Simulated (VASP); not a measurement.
# ZrCu (Pm-3m) in VASP: further runs

ZrCu is run at these levels: LDA; tasks: single point.

Program: VASP 6.6.1. These are calculated values, not measurements. Logs are shortened: lines on timing, memory, paths and dates and some standing lists are left out, and cuts for length are marked.

### 1 The cell of the first run

It takes space group Pm-3m (No. 221, cubic). Conventional cell: a = 2.582 Å, b = 2.582 Å, c = 2.582 Å, α = 90.00°, β = 90.00°, γ = 90.00°. Zr (site symmetry m-3m) has 8 Cu at 2.24 Å and 6 Zr at 2.58 Å within 3.0 Å. Cu (site symmetry m-3m) has 8 Zr at 2.24 Å and 6 Cu at 2.58 Å within 3.0 Å.

### 2 Single point, LDA (8.60 Å³/atom)

INCAR

```
PREC = Accurate
ENCUT = 520
EDIFF = 1E-7
ISMEAR = -1
SIGMA = 0.05
LREAL = F
LASPH = T
NELM = 60
ALGO = Normal
ISIF = 2
LWAVE = F
LCHARG = T
LELF = T
LVHAR = T
NBANDS = 18
```

KPOINTS

```
Automatic mesh
0
Gamma
  11 11 11
```

POSCAR

```
ZrCu
1.0
    2.5816413261      0.0000000000      0.0000000000
    0.0000000000      2.5816413261      0.0000000000
    0.0000000000      0.0000000000      2.5816413261
Zr Cu
1 1
Direct
    0.5000000000      0.5000000000      0.5000000000
    0.0000000000      0.0000000000      0.0000000000
```

Potentials or basis: VASP PAW LDA potentials, release 64 (Zr_sv, Cu).

The run is started by

```bash
$ cat potpaw_LDA.64/Zr_sv/POTCAR potpaw_LDA.64/Cu/POTCAR > POTCAR
$ mpirun -np 1 vasp_std > vasp.out
```

OUTCAR:

```text
PREC = Accurate
   ENCUT = 520
   EDIFF = 1E-7
   ISMEAR = -1
   LREAL = F
   LASPH = T
   NELM = 60
   ISIF = 2

 ion  position               nearest neighbor table
   1  0.500  0.500  0.500-   2 2.24   2 2.24   2 2.24   2 2.24   2 2.24   2 2.24   2 2.24   2 2.24

   2  0.000  0.000  0.000-   1 2.24   1 2.24   1 2.24   1 2.24   1 2.24   1 2.24   1 2.24   1 2.24

  LATTYP: Found a simple cubic cell.
 ALAT       =     2.5816413261

  Lattice vectors:

 A1 = (   2.5816413261,   0.0000000000,   0.0000000000)
 A2 = (   0.0000000000,   2.5816413261,   0.0000000000)
 A3 = (   0.0000000000,   0.0000000000,   2.5816413261)

Analysis of symmetry for initial positions (statically):
=====================================================================
 Subroutine PRICEL returns:
 Original cell was already a primitive cell.

 Routine SETGRP: Setting up the symmetry group for a
 simple cubic supercell.

 Subroutine GETGRP returns: Found 48 space group operations
 (whereof 48 operations were pure point group operations)
 out of a pool of 48 trial point group operations.

The static configuration has the point symmetry O_h .

Analysis of symmetry for dynamics (positions and initial velocities):
=====================================================================
 Subroutine PRICEL returns:
 Original cell was already a primitive cell.

 Routine SETGRP: Setting up the symmetry group for a
 simple cubic supercell.

 Subroutine GETGRP returns: Found 48 space group operations
 (whereof 48 operations were pure point group operations)
 out of a pool of 48 trial point group operations.

The dynamic configuration has the point symmetry O_h .

 Subroutine INISYM returns: Found 48 space group operations
 (whereof 48 operations are pure point group operations),
 and found     1 'primitive' translations

----------------------------------------------------------------------------------------

                                     Primitive cell

  volume of cell :      17.2063

  direct lattice vectors                    reciprocal lattice vectors
     2.581641326  0.000000000  0.000000000     0.387350477  0.000000000  0.000000000
     0.000000000  2.581641326  0.000000000     0.000000000  0.387350477  0.000000000
     0.000000000  0.000000000  2.581641326     0.000000000  0.000000000  0.387350477

  length of vectors
     2.581641326  2.581641326  2.581641326     0.387350477  0.387350477  0.387350477

  position of ions in fractional coordinates (direct lattice)
     0.500000000  0.500000000  0.500000000
     0.000000000  0.000000000  0.000000000

  ion indices of the primitive-cell ions
   primitive index   ion index
                 1           1
                 2           2

----------------------------------------------------------------------------------------

 KPOINTS: Automatic mesh

Automatic generation of k-mesh.
 Grid dimensions read from file:
 generate k-points for:   11   11   11

 Generating k-lattice:

  Cartesian coordinates                     Fractional coordinates (reciprocal lattice)
     0.035213680  0.000000000  0.000000000     0.090909091  0.000000000  0.000000000
     0.000000000  0.035213680  0.000000000     0.000000000  0.090909091  0.000000000
     0.000000000  0.000000000  0.035213680     0.000000000  0.000000000  0.090909091

  Length of vectors
     0.035213680  0.035213680  0.035213680

  Shift w.r.t. Gamma in fractional coordinates (k-lattice)
     0.000000000  0.000000000  0.000000000

 Subroutine IBZKPT returns following result:
 ===========================================

 Found     56 irreducible k-points:

 Following reciprocal coordinates:
            Coordinates               Weight
  0.000000  0.000000  0.000000      1.000000
  0.090909  0.000000  0.000000      6.000000
  0.181818  0.000000  0.000000      6.000000
  0.272727  0.000000  0.000000      6.000000
  0.363636  0.000000  0.000000      6.000000
  0.454545  0.000000  0.000000      6.000000
[... 16 lines left out ...]
  0.181818  0.090909  0.090909     24.000000
  0.272727  0.090909  0.090909     24.000000
 [... further k-points ...]
   k-points           NKPTS =     56   k-points in BZ     NKDIM =     56   number of bands    NBANDS=     18
   number of dos      NEDOS =    301   number of ions     NIONS =      2
   total plane-waves  NPLWV =   8000
   dimension x,y,z NGX =    20 NGY =   20 NGZ =   20
   dimension x,y,z NGXF=    40 NGYF=   40 NGZF=   40
   ions per type =               1   1
   NGX,Y,Z   is equivalent  to a cutoff of  12.88, 12.88, 12.88 a.u.
   NGXF,Y,Z  is equivalent  to a cutoff of  25.76, 25.76, 25.76 a.u.
 SYSTEM =  unknown system
   PREC   = accura    normal or accurate (medium, high low for compatibility)
   ISTART =      0    job   : 0-new  1-cont  2-samecut
   ICHARG =      2    charge: 1-file 2-atom 10-const
   ISPIN  =      1    spin polarized calculation?
   LNONCOLLINEAR =      F non collinear calculations
   LSORBIT =      F    spin-orbit coupling
   LASPH  =      T    aspherical Exc in radial PAW
   ENCUT  =  520.0 eV  38.22 Ry    6.18 a.u.   4.80  4.80  4.80*2*pi/ulx,y,z
   NELM   =     60;   NELMIN=  2; NELMDL= -5     # of ELM steps
   EDIFF  = 0.1E-06   stopping-criterion for ELM
   LREAL  =      F    real-space projection
   EDIFFG = 0.1E-05   stopping-criterion for IOM
   NSW    =      0    number of steps for IOM
   IBRION =     -1    ionic relax: 0-MD 1-quasi-New 2-CG
   NFREE  =      0    steps in history (QN), initial steepest desc. (CG)
   ISIF   =      2    stress and relaxation
   ISYM   =      2    0-nonsym 1-usesym 2-fastsym
   POTIM  = 0.5000    time-step for ionic-motion
   TEBEG  =    0.0;   TEEND  =   0.0 temperature during run
   PSTRESS=    0.0 pullay stress
   NELECT =      23.0000    total number of electrons
   NUPDOWN=      -1.0000    fix difference up-down
   EMIN   =  10.00;   EMAX   =-10.00  energy-range for DOS
   EFERMI =   0.00;   METHOD = LEGACY
   ISMEAR =    -1;   SIGMA  =   0.05  broadening in eV -4-tet -1-fermi 0-gaus
   EFERMI_NEDOS =   21; number of points for ismear=-14 and -15
   IALGO  =     38    algorithm
   IMIX   =      4    mixing-type and parameters
     AMIX     =   0.40;   BMIX     =  1.00
     AMIX_MAG =   1.60;   BMIX_MAG =  1.00
  volume/ion in A,a.u.               =       8.60        58.06
  Fermi-wavevector in a.u.,A,eV,Ry     =   1.803384  3.407902 44.248782  3.252194
  Thomas-Fermi vector in A             =   2.863505
   LORBIT       =      0    0 simple, 1 ext, 2 COOP (PROOUT), +10 PAW based schemes
   GGA     = CA    functional components
   LHFCALC =     F    Hartree Fock is set to
   AEXX    =    0.0000 exact exchange contribution
   IVDW    =     0    specifies the selected vdW correction
   LEPSILON=     F    determine dielectric tensor
   LRPA    =     F    only Hartree local field effects (RPA)
 non-spin polarized calculation
  energy-cutoff  :      520.00
  volume of cell :       17.21
 maximum number of plane-waves:       474
 NGX is ok and might be reduce to    20
   NGX =  9   NGY =  9   NGZ =  9

 number of electron      22.9999977 magnetization

 Free energy of the ion-electron system (eV)
  ---------------------------------------------------
  ext. energy  EPLUGINS =         0.00000000
  ---------------------------------------------------
  free energy    TOTEN  =        -5.10793836 eV

  energy without entropy =       -5.09889896  energy(sigma->0) =       -5.10341866

 E-fermi :  19.9299     XC(G=0): -15.9834

 val. band max:       19.9241081037   @ k =   0.2727   0.1818   0.1818
 cond. band min:      19.9457048410   @ k =   0.1818   0.0909   0.0909
 fundamental gap:      0.0215967373
 Fermi energy:        19.9298502711

 k-point     1 :       0.0000    0.0000    0.0000
  band No.  band energies     occupation
      1     -28.6945      2.00000
      2      -5.3638      2.00000
      3      -5.3638      2.00000
      4      -5.3638      2.00000
      5      10.1849      2.00000
      6      10.1849      2.00000
[... 10 lines left out ...]
     17      32.0567      0.00000
     18      32.0567      0.00000

 k-point     2 :       0.0909    0.0000    0.0000
  band No.  band energies     occupation
      1     -28.6481      2.00000
      2      -5.7364      2.00000
      3      -5.3451      2.00000
      4      -5.3451      2.00000
      5      10.2949      2.00000
      6      10.4713      2.00000
[... 10 lines left out ...]
     17      33.3418      0.00000
     18      33.3418      0.00000

 k-point     3 :       0.1818    0.0000    0.0000
  band No.  band energies     occupation
      1     -28.5213      2.00000
      2      -6.6515      2.00000
      3      -5.2946      2.00000
      4      -5.2946      2.00000
      5      10.6125      2.00000
      6      11.1324      2.00000
[... 10 lines left out ...]
     17      35.4215      0.00000
     18      35.4215      0.00000

 k-point     4 :       0.2727    0.0000    0.0000
  band No.  band energies     occupation
      1     -28.3490      2.00000
      2      -7.7144      2.00000
      3      -5.2278      2.00000
      4      -5.2278      2.00000
      5      11.0942      2.00000
      6      12.0383      2.00000
[... 375 lines left out ...]
      4      -5.6442      2.00000
      5      10.7837      2.00000
      6      10.7837      2.00000
[... 10 lines left out ...]
     17      33.1416      0.00000
     18      34.5238      0.00000

 k-point    23 :       0.1818    0.0909    0.0909
  band No.  band energies     occupation
      1     -28.4334      2.00000
      2      -6.5871      2.00000
      3      -5.6367      2.00000
      4      -5.5888      2.00000
      5      11.0365      2.00000
      6      11.4797      2.00000
[... 10 lines left out ...]
     17      35.3070      0.00000
     18      35.7118      0.00000

 k-point    24 :       0.2727    0.0909    0.0909
  band No.  band energies     occupation
      1     -28.2656      2.00000
      2      -7.6219      2.00000
      3      -5.5328      2.00000
      4      -5.5153      2.00000
      5      11.4061      2.00000
      6      12.3406      2.00000
[... 10 lines left out ...]
     17      35.0933      0.00000
     18      36.8211      0.00000

 [... further k-points ...]

------------------------ aborting loop because EDIFF is reached ----------------------------------------

  FORCE on cell =-STRESS in cart. coord.  units (eV):
  Direction    XX          YY          ZZ          XY          YZ          ZX
  --------------------------------------------------------------------------------------
  -------------------------------------------------------------------------------------
  Total       34.9853038     34.9853038     34.9853038     -0.0000000      0.0000000      0.0000000
  in kB     3257.6807251   3257.6807251   3257.6807251     -0.0000000      0.0000000      0.0000000
  external PRESSURE =    3257.6807251 kB  Pullay stress =       0.0000000 kB

 VOLUME and BASIS-vectors are now :
 -----------------------------------------------------------------------------
  energy-cutoff  :      520.00
  volume of cell :       17.21
      direct lattice vectors                 reciprocal lattice vectors
     2.581641326  0.000000000  0.000000000     0.387350477  0.000000000  0.000000000
     0.000000000  2.581641326  0.000000000     0.000000000  0.387350477  0.000000000
     0.000000000  0.000000000  2.581641326     0.000000000  0.000000000  0.387350477

 POSITION                                       TOTAL-FORCE (eV/Angst)
 -----------------------------------------------------------------------------------
      1.29082      1.29082      1.29082         0.000000      0.000000      0.000000
      0.00000      0.00000      0.00000         0.000000      0.000000      0.000000
 -----------------------------------------------------------------------------------
    total drift:                                0.000000      0.000000      0.000000

  FREE ENERGIE OF THE ION-ELECTRON SYSTEM (eV)
  ---------------------------------------------------
  free  energy   TOTEN  =        -5.1079383601 eV

  energy  without entropy=       -5.0988989583  energy(sigma->0) =       -5.10341866
```

Wall time 28 s (1 thread of Intel Xeon 8259CL, shared host); peak memory 0.13 GiB.

What came out:

- Free energy: -5.1079 eV
- Pressure: 325.8 GPa
- Band gap on the k mesh: zero (an odd number of electrons rules out a gap without spin polarisation)

Caveat: the cell stands under pressure.

### 3 Single point, LDA (8.60 Å³/atom)

INCAR

```
PREC = Accurate
ENCUT = 520
EDIFF = 1E-6
ISMEAR = -1
SIGMA = 0.05
LREAL = False
LASPH = True
NELM = 100
ALGO = Normal
ISIF = 2
LWAVE = False
LCHARG = False
GGA = CA
NBANDS = 18
```

KPOINTS is that of step 2.

POSCAR is that of step 2.

Potentials or basis: VASP PAW LDA potentials, release 64 (Zr_sv, Cu).

The run is started by

```bash
$ cat potpaw_LDA.64/Zr_sv/POTCAR potpaw_LDA.64/Cu/POTCAR > POTCAR
$ mpirun -np 1 vasp_std > vasp.out
```

It took 28 s on 1 thread of Intel Xeon 8259CL, shared host; peak memory 0.13 GiB.

It converged, with:

```yaml
Free_energy: -5.1079 eV
Pressure: 325.8 GPa
Band_gap_on_the_k_mesh: zero (an odd number of electrons rules out a gap without spin polarisation)
```

Levels at points of the mesh, in eV from the Fermi level:
```csv
k point,band 8,band 9,band 10,band 11,band 12,band 13,band 14,band 15,band 16,band 17
"(0.00, 0.00, 0.00)",-6.18,-6.18,-6.18,-0.69,-0.69,7.94,7.94,7.94,12.13,12.13
```

Caveat: the cell stands under pressure.

(Part 1 of 2 ends here.)
